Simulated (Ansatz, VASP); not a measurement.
One calculation of Bi2Te2Pt3Pb2, two programs

Contents of INCAR:

```
SYSTEM = Bi2Te2Pt3Pb2
  ALGO = Normal
  EDIFF = 1E-6
  ENCUT = 520
  GGA = PE
  ISIF = 2
  ISMEAR = -1
  LASPH = .True.
  LCHARG = .False.
  LREAL = .False.
  LWAVE = .False.
  NBANDS = 60
  NELM = 80
  PREC = Accurate
  SIGMA = 0.1
```

The input KPOINTS:

```
k-points
0
Gamma
  5 5 1
  0 0 0
```

The input POSCAR:

```
Bi2Te2Pt3Pb2
1.0
    2.1107840000      3.6559830000      0.0000000000
   -2.1107840000      3.6559830000      0.0000000000
    0.0000000000      0.0000000000     16.7986060000
Bi Pb Te Pt
2 2 2 3
Direct
    0.0000000000      0.0000000000      0.1947700000
    0.0000000000      0.0000000000      0.8052300000
    0.3333300000      0.3333400000      0.6012300000
    0.6666700000      0.6666600000      0.3987700000
    0.3333300000      0.3333400000      0.9106000000
    0.6666700000      0.6666600000      0.0894000000
    0.3333300000      0.3333400000      0.2981700000
    0.6666700000      0.6666600000      0.7018300000
    0.0000000000      0.0000000000      0.5000000000
```

Input for Ansatz:

```yaml
crystal:
  lattice:
    - [2.110784, 3.655983, 0.0]
    - [-2.110784, 3.655983, 0.0]
    - [0.0, 0.0, 16.798606]
  atoms:
    - { symbol: Bi, position: [0.0, 0.0, 0.19477] }
    - { symbol: Bi, position: [0.0, 0.0, 0.80523] }
    - { symbol: Pb, position: [0.33333, 0.33334, 0.60123] }
    - { symbol: Pb, position: [0.66667, 0.66666, 0.39877] }
    - { symbol: Te, position: [0.33333, 0.33334, 0.9106] }
    - { symbol: Te, position: [0.66667, 0.66666, 0.0894] }
    - { symbol: Pt, position: [0.33333, 0.33334, 0.29817] }
    - { symbol: Pt, position: [0.66667, 0.66666, 0.70183] }
    - { symbol: Pt, position: [0.0, 0.0, 0.5] }
  symmetry: { tolerance: 0.0003 }
kpoints:
  mp_grid: { grid: [5, 5, 1], shift: [0, 0, 0] }
magnetization:
  spin_polarized: false
scf:
  occupations: { method: fermi_dirac }
hamiltonian:
  pseudopotentials: { kind: paw }
  xc: pbe
basis:
  ecutwfc: 420
output:
  forces: true
  stress: true
  eigenvalues: true
```

Alike in both runs: task single point; functional PBE; k mesh 5 × 5 × 1; no spin polarisation.

|  | VASP | Ansatz |
| --- | --- | --- |
| version | VASP 6.6.1 | Ansatz 0.2.0 |
| potentials or method | VASP PAW PBE potentials, release 64 (Bi_d, Pb_d, Te, Pt), cutoff 520 eV | PAW plane waves |
| occupations | fermi-dirac, width 0.1 eV | fermi-dirac |
| valence electrons in the cell | 100 | 144 |

VASP gave:

```
gap on the k mesh at the Fermi level (eV)                     : none
pressure (GPa)                                                : -2.4
traceless stress, the component that is largest in VASP (GPa) : 0.36
rms of the force components (eV/Å)                            : 0.419
```

Q: What did Ansatz give for the same quantities?

A: gap on the k mesh at the Fermi level (eV): none; pressure (GPa): -2.3; traceless stress, the component that is largest in VASP (GPa): 0.36; rms of the force components (eV/Å): 0.416.

Atom by atom the forces differ by 0.004 eV/Å (rms over components). A gap of «none» marks a metal or a gap that the smearing closes. VASP's potentials hold 100 valence electrons a cell and Ansatz's 144, so a difference there can come from the potentials and not from the codes. Ansatz's warnings: structure snapped to symmetry.

The k mesh is coarse, so the values compare programs but aren't converged. Spin-orbit coupling is off throughout.
